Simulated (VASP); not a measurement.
# MnO (Fm-3m) in VASP: notebook

Runs on MnO. Level: PBE+U. Tasks: single point.

All numbers are computed with VASP 6.6.1; they aren't measurements. Logs are shortened: lines on timing, memory, paths and dates and some standing lists are left out, and cuts for length are marked.

### Step 1. The cell of the first run

The structure is cubic, space group Fm-3m (No. 225). The conventional cell has a = 4.489 Å, b = 4.489 Å, c = 4.489 Å, α = 90.00°, β = 90.00°, γ = 90.00°. Mn (site symmetry m-3m) has 6 O at 2.24 Å within 3.0 Å. O (site symmetry m-3m) has 6 Mn at 2.24 Å within 3.0 Å.

### Step 2. Single point, PBE+U, collinear spin, ferrimagnetic start

The input, INCAR:

```
  ALGO = Normal
  EDIFF = 1E-6
  ENCUT = 600
  GGA = PE
  GGA_COMPAT = False
  ISIF = 2
  ISMEAR = -1
  ISPIN = 2
  LASPH = True
  LCHARG = True
  LDAU = True
  LDAUJ = 0 0
  LDAUL = 2 -1
  LDAUPRINT = 1
  LDAUTYPE = 2
  LDAUU = 6 0
  LELF = True
  LMAXMIX = 4
  LORBIT = 11
  LREAL = False
  LVHAR = True
  LWAVE = False
  MAGMOM = 0.97 -0.02
  NBANDS = 20
  NELM = 200
  PREC = Accurate
  SIGMA = 0.1
```

The input, KPOINTS:

```
k-points
0
Gamma
  4 4 4
```

The input, POSCAR:

```
MnO
1.0
    0.0000000000      2.2447250000      2.2447250000
    2.2447250000      0.0000000000      2.2447250000
    2.2447250000      2.2447250000      0.0000000000
Mn O
1 1
Direct
    0.0000000000      0.0000000000      0.0000000000
    0.5000000000      0.5000000000      0.5000000000
```

Potentials or basis: VASP PAW PBE potentials, release 64 (Mn_pv, O).

On the command line:

```sh
$ cat potpaw_PBE.64/Mn_pv/POTCAR potpaw_PBE.64/O/POTCAR > POTCAR
$ mpirun -np 1 vasp_std > vasp.out
```

OUTCAR:

```text
EDIFF = 1E-6
   ENCUT = 600
   GGA = PE
   ISIF = 2
   ISMEAR = -1
   ISPIN = 2
   LASPH = True
   LORBIT = 11
   LREAL = False
   NELM = 200
   PREC = Accurate

 ion  position               nearest neighbor table
   1  0.000  0.000  0.000-   2 2.24   2 2.24   2 2.24   2 2.24   2 2.24   2 2.24
   2  0.500  0.500  0.500-   1 2.24   1 2.24   1 2.24   1 2.24   1 2.24   1 2.24

  LATTYP: Found a face centered cubic cell.
 ALAT       =     4.4894500000

  Lattice vectors:

 A1 = (   0.0000000000,   2.2447250000,   2.2447250000)
 A2 = (   2.2447250000,   0.0000000000,   2.2447250000)
 A3 = (   2.2447250000,   2.2447250000,   0.0000000000)

Analysis of symmetry for initial positions (statically):
=====================================================================
 Subroutine PRICEL returns:
 Original cell was already a primitive cell.

 Routine SETGRP: Setting up the symmetry group for a
 face centered cubic supercell.

 Subroutine GETGRP returns: Found 48 space group operations
 (whereof 48 operations were pure point group operations)
 out of a pool of 48 trial point group operations.

The static configuration has the point symmetry O_h .

Analysis of symmetry for dynamics (positions and initial velocities):
=====================================================================
 Subroutine PRICEL returns:
 Original cell was already a primitive cell.

 Routine SETGRP: Setting up the symmetry group for a
 face centered cubic supercell.

 Subroutine GETGRP returns: Found 48 space group operations
 (whereof 48 operations were pure point group operations)
 out of a pool of 48 trial point group operations.

The dynamic configuration has the point symmetry O_h .

Analysis of structural, dynamic, and magnetic symmetry:
=====================================================================
 Subroutine PRICEL returns:
 Original cell was already a primitive cell.

 Routine SETGRP: Setting up the symmetry group for a
 face centered cubic supercell.
[... 156 lines left out ...]
  o =  0.0600  v =  0.0000  0.0000  0.0000  0.0000  0.0000  0.0000 -0.0000 -0.9991 -0.0000  0.0416      0.0000  0.0000  0.0000  0.0000  0.0000  0.0000  0.0000  0.0000  0.0000  0.0000
  o =  0.9465  v =  0.0000 -0.9884 -0.0000 -0.1519 -0.0000  0.0000  0.0000  0.0000  0.0000  0.0000      0.0000  0.0000  0.0000  0.0000  0.0000  0.0000  0.0000  0.0000  0.0000  0.0000
  o =  0.9465  v =  1.0000  0.0000  0.0000  0.0000  0.0000  0.0000  0.0000  0.0000  0.0000  0.0000      0.0000  0.0000  0.0000  0.0000  0.0000  0.0000  0.0000  0.0000  0.0000  0.0000
  o =  0.9465  v =  0.0000 -0.1519  0.0000  0.9884 -0.0000  0.0000  0.0000  0.0000  0.0000  0.0000      0.0000  0.0000  0.0000  0.0000  0.0000  0.0000  0.0000  0.0000  0.0000  0.0000
  o =  0.9805  v =  0.0000  0.0000 -0.9992  0.0000 -0.0405  0.0000  0.0000  0.0000  0.0000  0.0000      0.0000  0.0000  0.0000  0.0000  0.0000  0.0000  0.0000  0.0000  0.0000  0.0000
  o =  0.9805  v =  0.0000 -0.0000 -0.0405  0.0000  0.9992  0.0000  0.0000  0.0000  0.0000  0.0000      0.0000  0.0000  0.0000  0.0000  0.0000  0.0000  0.0000  0.0000  0.0000  0.0000

 number of electron      18.9999991 magnetization       4.9998307

 Free energy of the ion-electron system (eV)
  ---------------------------------------------------
  ext. energy  EPLUGINS =         0.00000000
  ---------------------------------------------------
  free energy    TOTEN  =       -15.07690425 eV

  energy without entropy =      -15.07447980  energy(sigma->0) =      -15.07569203

 E-fermi :   6.5426     XC(G=0): -11.6244

 val. band max:        6.1324784908   @ k =   0.5000   0.0000   0.0000
 cond. band min:       6.6853422255   @ k =   0.0000   0.0000   0.0000
 fundamental gap:      0.5528637347
 Fermi energy:         6.5425706266

 spin component 1

 k-point     1 :       0.0000    0.0000    0.0000
  band No.  band energies     occupation
      1     -43.2281      1.00000
      2     -43.2281      1.00000
      3     -43.2281      1.00000
      4     -12.4637      1.00000
      5       1.5073      1.00000
      6       1.5073      1.00000
[... 160 lines left out ...]
      6       0.4858      1.00000
[... 12 lines left out ...]
     19      31.8148      0.00000
     20      32.8315      0.00000
 Fermi energy:         6.5425706266

 spin component 2

 k-point     1 :       0.0000    0.0000    0.0000
  band No.  band energies     occupation
      1     -38.2139      1.00000
      2     -38.2139      1.00000
      3     -38.2139      1.00000
      4     -12.1631      1.00000
      5       4.2116      1.00000
      6       4.2116      1.00000
[... 173 lines left out ...]
     19      35.0131      0.00000
     20      35.0574      0.00000

------------------------ aborting loop because EDIFF is reached ----------------------------------------

  FORCE on cell =-STRESS in cart. coord.  units (eV):
  Direction    XX          YY          ZZ          XY          YZ          ZX
  --------------------------------------------------------------------------------------
  -------------------------------------------------------------------------------------
  Total        0.5317648      0.5317648      0.5317648      0.0000000      0.0000000     -0.0000000
  in kB       37.6626382     37.6626382     37.6626382      0.0000000      0.0000000     -0.0000000
  external PRESSURE =      37.6626382 kB  Pullay stress =       0.0000000 kB

 VOLUME and BASIS-vectors are now :
 -----------------------------------------------------------------------------
  energy-cutoff  :      600.00
  volume of cell :       22.62
      direct lattice vectors                 reciprocal lattice vectors
     0.000000000  2.244725000  2.244725000    -0.222744434  0.222744434  0.222744434
     2.244725000  0.000000000  2.244725000     0.222744434 -0.222744434  0.222744434
     2.244725000  2.244725000  0.000000000     0.222744434  0.222744434 -0.222744434

 POSITION                                       TOTAL-FORCE (eV/Angst)
 -----------------------------------------------------------------------------------
      0.00000      0.00000      0.00000         0.000000     -0.000000      0.000000
      2.24472      2.24472      2.24472        -0.000000      0.000000     -0.000000
 -----------------------------------------------------------------------------------
    total drift:                                0.000000      0.000000      0.000000

  FREE ENERGIE OF THE ION-ELECTRON SYSTEM (eV)
  ---------------------------------------------------
  free  energy   TOTEN  =       -15.0769042528 eV

  energy  without entropy=      -15.0744798025  energy(sigma->0) =      -15.07569203

 total charge

# of ion       s       p       d       tot
------------------------------------------
    1        0.204   6.175   4.946  11.325
    2        1.549   3.455   0.000   5.004
--------------------------------------------------
tot          1.753   9.630   4.946  16.329

 magnetization (x)

# of ion       s       p       d       tot
------------------------------------------
    1        0.033   0.025   4.625   4.683
    2        0.019   0.094   0.000   0.113
--------------------------------------------------
tot          0.052   0.119   4.625   4.796
```

It took 8.9 s on 1 thread of Intel Xeon 6975P-C (Granite Rapids), shared host; peak memory 0.17 GiB.

What came out:

```yaml
Free_energy: -15.0769 eV
Pressure: 3.8 GPa
Band_gap_on_the_k_mesh: 0.55 eV, indirect (least direct gap 2.47 eV)
Net_moment: 5.00 μB per cell
Site_moments: Mn +4.68; O +0.11 μB
Valence_electrons_inside_the_program's_atomic_spheres: Mn 11.32; O 5.00
```

Levels at points of the mesh, in eV from the valence-band top:
Spin up:
```
           k point  band 9  band 10  band 11  band 12  band 13  band 14  band 15  band 16
(0.00, 0.00, 0.00)   -4.41    -2.15    -2.15    -2.15     0.55    14.99    16.19    16.19
(0.50, 0.00, 0.00)   -3.91    -2.81     0.00     0.00     4.56     8.69    12.76    12.76
(0.50, 0.50, 0.00)   -3.69    -3.61    -3.21    -3.21     5.84     8.99    10.36    14.55
```
Spin down:
```tsv
k point	band 5	band 6	band 7	band 8	band 9	band 10
(0.00, 0.00, 0.00)	-1.92	-1.92	-1.92	1.88	4.53	4.53
(0.50, 0.00, 0.00)	-5.75	-2.94	-2.94	5.48	5.61	5.95
(0.50, 0.50, 0.00)	-4.97	-2.89	-2.89	2.49	5.66	5.80
```

Eigenvalues of the final occupation matrices:
```tsv
site	spin	trace	eigenvalues
site 1 d	1	4.80	0.95 0.95 0.95 0.98 0.98
site 1 d	2	0.16	0.01 0.01 0.01 0.06 0.06
```

Caveat: the k points lie up to 0.61 Å⁻¹ apart; a cell with one magnetic atom can't hold antiferromagnetic order, which such compounds often take.

### Step 3. Single point, PBE+U, collinear spin, ferrimagnetic start

The input, INCAR:

```
SYSTEM = MnO
PREC     = Accurate       ! precision mode
ENCUT    = 600            ! plane-wave cutoff, eV
EDIFF    = 1E-6           ! SCF threshold, eV
ISMEAR   = -1             ! smearing method
SIGMA    = 0.1            ! smearing width, eV
LREAL    = .FALSE.        ! projectors in reciprocal space
LASPH    = .TRUE.         ! aspherical terms in the spheres
NELM     = 200            ! most SCF steps
ALGO     = Normal         ! electronic algorithm
ISIF     = 2              ! what is computed and relaxed
LWAVE    = .FALSE.        ! write WAVECAR
LCHARG   = .TRUE.         ! write CHGCAR
ISPIN    = 2              ! spin polarisation
MAGMOM   = 0.97 -0.02     ! initial moments
LORBIT   = 11             ! projections on sites
LMAXMIX  = 4              ! l up to which the mixer works
LDAU     = .TRUE.         ! DFT+U
LDAUTYPE = 2            
LDAUL    = 2 -1           ! shell
LDAUU    = 6 0            ! U, eV
LDAUJ    = 0 0          
LDAUPRINT= 1            
GGA      = PE             ! functional
LELF     = .TRUE.         ! ELF
LVHAR    = .TRUE.       
NBANDS   = 20             ! bands
GGA_COMPAT= .FALSE.
```

The input, KPOINTS:

```
Automatic mesh
0
G
  4 4 4
  0 0 0
```

POSCAR is that of step 2.

Potentials or basis: VASP PAW PBE potentials, release 64 (Mn_pv, O).

On the command line:

```sh
$ cat potpaw_PBE.64/Mn_pv/POTCAR potpaw_PBE.64/O/POTCAR > POTCAR
$ mpirun -np 1 vasp_std > vasp.out
```

Wall time 8.8 s (1 thread of Intel Xeon 6975P-C (Granite Rapids), shared host); peak memory 0.17 GiB.

The run converged. Its results:

* Free energy: -15.0769 eV
* Pressure: 3.8 GPa
* Band gap on the k mesh: 0.55 eV, indirect (least direct gap 2.47 eV)
* Net moment: 5.00 μB per cell
* Site moments: Mn +4.68; O +0.11 μB
* Valence electrons inside the program's atomic spheres: Mn 11.32; O 5.00

Levels at points of the mesh, in eV from the valence-band top:
Spin up:
```
           k point  band 8  band 9  band 10  band 11  band 12  band 13  band 14  band 15  band 16  band 17
(0.00, 0.00, 0.00)   -4.41   -4.41    -2.15    -2.15    -2.15     0.55    14.99    16.19    16.19    16.19
(0.50, 0.00, 0.00)   -3.91   -3.91    -2.81     0.00     0.00     4.56     8.69    12.76    12.76    18.54
(0.50, 0.50, 0.00)   -3.69   -3.69    -3.61    -3.21    -3.21     5.84     8.99    10.36    14.55    14.55
```
Spin down:
```tsv
k point	band 3	band 4	band 5	band 6	band 7	band 8	band 9	band 10	band 11	band 12
(0.00, 0.00, 0.00)	-44.35	-18.30	-1.92	-1.92	-1.92	1.88	4.53	4.53	4.53	5.13
(0.50, 0.00, 0.00)	-44.36	-17.38	-5.75	-2.94	-2.94	5.48	5.61	5.95	5.95	7.11
(0.50, 0.50, 0.00)	-44.37	-17.33	-4.97	-2.89	-2.89	2.49	5.66	5.80	6.52	6.52
```

Eigenvalues of the final occupation matrices:
```csv
site,spin,trace,eigenvalues
site 1 d,1,4.80,0.95 0.95 0.95 0.98 0.98
site 1 d,2,0.16,0.01 0.01 0.01 0.06 0.06
```

Caveat: the k points lie up to 0.61 Å⁻¹ apart; a cell with one magnetic atom can't hold antiferromagnetic order, which such compounds often take.
